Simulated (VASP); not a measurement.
Wanted: the native input for a VASP 6.6.1 run.

```
Task                   : single point
Functional             : r2SCAN
Potentials or basis    : VASP PAW PBE potentials, release 64 (Zn, S)
Cutoff                 : 520 eV
k mesh                 : 6 × 4 × 4
Occupations            : gaussian, width 0.05 eV
Spin                   : no spin polarisation
Dipole correction      : no
Further INCAR settings : ALGO = Normal; EDIFF = 1e-07; NBANDS = 46
```

Crystal: ZnS.

```xyz
8
Lattice="-3.8067 0.0000 0.0000 0.0000 0.0000 -6.2457 0.0000 -6.5934 0.0000" Properties=species:S:1:pos:R:3 pbc="T T T"
Zn   -1.9034   -1.1017   -6.2033
Zn    0.0000   -4.3928   -6.2170
Zn    0.0000   -2.2006   -3.0980
Zn   -1.9034   -5.4917   -3.0843
S    -1.9034   -1.1294   -3.9079
S     0.0000   -4.3651   -3.8748
S     0.0000   -2.2283   -0.7188
S    -1.9034   -5.4640   -0.7519
```

This cell differs from its parent crystal: atoms displaced along a vibrational mode.

These files were run (other wordings do the same):

POSCAR

```
ZnS
1.0
   -3.8067217533      0.0000000000      0.0000000000
    0.0000000000      0.0000000000     -6.2457351331
    0.0000000000     -6.5934354870      0.0000000000
Zn S
4 4
Direct
    0.5000000000      0.9932007514      0.1670949547
    0.0000000000      0.9954014635      0.6662389084
    0.0000000000      0.4960231072      0.3337616213
    0.5000000000      0.4938223951      0.8329055750
    0.5000000000      0.6256847278      0.1712933828
    0.0000000000      0.6203880707      0.6620388703
    0.0000000000      0.1150914136      0.3379600494
    0.5000000000      0.1203880707      0.8287055369
```

INCAR.step1

```
ALGO = Normal ; EDIFF = 1E-4
ENCUT = 520 ; GGA = PE
ISMEAR = 0 ; LASPH = T
LCHARG = F ; LREAL = F
LWAVE = T ; NBANDS = 46
NELM = 100 ; PREC = Accurate
SIGMA = 0.05
```

INCAR.step2

```
ALGO = Normal ; EDIFF = 1E-7
ENCUT = 520 ; ISIF = 2
ISMEAR = 0 ; ISTART = 1
LASPH = T ; LCHARG = T
LELF = T ; LMIXTAU = T
LREAL = F ; LVHAR = T
LWAVE = F ; METAGGA = R2SCAN
NBANDS = 46 ; NELM = 100
PREC = Accurate ; SIGMA = 0.05
```

KPOINTS

```
k-points
0
Gamma
  6 4 4
```

Potentials or basis: VASP PAW PBE potentials, release 64 (Zn, S).

The run is started by

```sh
$ cat potpaw_PBE.64/Zn/POTCAR potpaw_PBE.64/S/POTCAR > POTCAR
$ cp INCAR.step1 INCAR
$ mpirun -np 1 vasp_std > vasp.out
$ cp INCAR.step2 INCAR
$ mpirun -np 1 vasp_std > vasp.out
```

Results of the run:

| Quantity | Value |
| --- | --- |
| Pressure | 0.1 GPa |
| Largest force | 0.628 eV/Å |
| Band gap on the k mesh | 2.78 eV |

Caveat: the cell differs from its parent crystal (atoms displaced along a vibrational mode); the PAW data sets were made with another functional, which shifts forces and pressure a little.

It took 10 min on 1 thread of Intel(R) Xeon(R) 6975P-C (Granite Rapids) (shared host), peak memory 0.39 GiB.
